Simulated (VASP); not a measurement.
# Sb: single point with r2SCAN

Sb:

```
CELL_PARAMETERS angstrom
2.15420 1.24373 3.75800
-2.15420 1.24373 3.75800
0.00000 -2.48746 3.75800
ATOMIC_POSITIONS crystal
Sb 0.23349 0.23349 0.23349
Sb 0.76651 0.76651 0.76651
```

```yaml
Program: VASP 6.6.1
Task: single point
Functional: r2SCAN
Potentials_or_basis: VASP PAW PBE potentials, release 64 (Sb)
Cutoff: 520 eV
k_mesh: 6 × 6 × 6
Occupations: gaussian, width 0.1 eV
Spin: no spin polarisation
```

| Item | Value |
| --- | --- |
| Pressure | 1.8 GPa |
| Largest force | 0.042 eV/Å |
| Band gap on the k mesh | zero (bands 5 and 6 overlap by 0.20 eV) |

Forces in eV/Å, atoms in the order of the input:
```
Sb   0.000  0.000 -0.042
Sb   0.000  0.000  0.042
```

Stress tensor (GPa, compression positive):
```
1.88 0.00 0.00
0.00 1.88 0.00
0.00 0.00 1.71
```

Levels at points of the mesh, in eV from the Fermi level:
```
           k point  band 2  band 3  band 4  band 5  band 6  band 7  band 8  band 9
(0.00, 0.00, 0.00)   -4.90   -2.39   -2.12   -2.12    2.05    2.70    2.70    5.31
(0.50, 0.00, 0.00)  -10.18   -2.25   -2.11   -0.47   -0.17    0.23    0.39    8.02
(0.50, 0.50, 0.00)   -8.42   -5.81   -4.13   -4.04    1.61    5.08    5.75    7.25
(0.50, 0.50, 0.50)   -9.49   -1.58   -1.58   -0.42   -0.02   -0.02    1.18    7.42
```

Wall time 46 s on 1 thread of Intel(R) Xeon(R) 6975P-C (Granite Rapids) (shared host), peak memory 0.2 GiB.

Caveat: the PAW data sets were made with another functional, which shifts forces and pressure a little; spin-orbit coupling is left out, which moves the levels of the heavy elements.
